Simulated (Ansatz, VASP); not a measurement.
# KTaO3 in VASP and in Ansatz

Contents of INCAR:

```
SYSTEM = KTaO3
ALGO = Normal ; EDIFF = 1E-6
ENCUT = 520 ; GGA = PE
ISIF = 2 ; ISMEAR = -1
LASPH = .True. ; LCHARG = .True.
LELF = .True. ; LREAL = .False.
LVHAR = .True. ; LWAVE = .False.
NBANDS = 27 ; NELM = 100
PREC = Accurate ; SIGMA = 0.01
```

The input KPOINTS:

```
k-points
0
Gamma
  5 5 5
  0 0 0
```

The input POSCAR:

```
KTaO3
1.0
    3.9343974464      0.0000000000      0.0000000000
    0.0000000000      3.9343974464      0.0000000000
    0.0000000000      0.0000000000      3.9343974464
K Ta O
1 1 3
Direct
    0.5000000000      0.5000000000      0.5000000000
    0.0000000000      0.0000000000      0.0000000000
    0.5000000000      0.0000000000      0.0000000000
    0.0000000000      0.5000000000      0.0000000000
    0.0000000000      0.0000000000      0.5000000000
```

Input for Ansatz:

```yaml
crystal:
  lattice:
    - [3.9343974464, 0.0, 0.0]
    - [0.0, 3.9343974464, 0.0]
    - [0.0, 0.0, 3.9343974464]
  atoms:
    - { symbol: K, position: [0.5, 0.5, 0.5] }
    - { symbol: Ta, position: [0.0, 0.0, 0.0] }
    - { symbol: O, position: [0.5, 0.0, 0.0] }
    - { symbol: O, position: [0.0, 0.5, 0.0] }
    - { symbol: O, position: [0.0, 0.0, 0.5] }
kpoints:
  mp_grid: { grid: [5, 5, 5] }
  band_path:
    path:
      - [0.0, 0.0, 0.0]
      - [0.0, 0.5, 0.0]
      - [0.5, 0.5, 0.0]
      - [0.0, 0.0, 0.0]
      - [0.5, 0.5, 0.5]
      - [0.0, 0.5, 0.0]
      - [0.5, 0.5, 0.5]
      - [0.5, 0.5, 0.0]
    npoints: 5
scf:
  occupations: { method: fermi_dirac, width: 0.01 }
hamiltonian:
  xc: pbe
  pseudopotentials: { kind: all_electron, lapw: { basis_error: 0.0005 } }
output:
  forces: true
  stress: true
  eigenvalues: true
```

Change from the starting cell: volume scaled by 0.96.

Alike in both runs: task single point; functional PBE; k mesh 5 × 5 × 5; occupations fermi-dirac, width 0.01 eV; no spin polarisation.

|  | VASP | Ansatz |
| --- | --- | --- |
| version | VASP 6.6.1 | Ansatz 0.2.0 |
| potentials or method | VASP PAW PBE potentials, release 64 (K_sv, Ta_pv, O), cutoff 520 eV | all-electron LAPW, scalar-relativistic |

```csv
,VASP,Ansatz,Ansatz less VASP
gap on the k mesh at the Fermi level (eV),2.38,2.43,+0.056
pressure (GPa),15.7,14.9,-0.85
```

Ansatz ran all-electron here, and VASP with PAW potentials.

Spin-orbit coupling is off throughout.
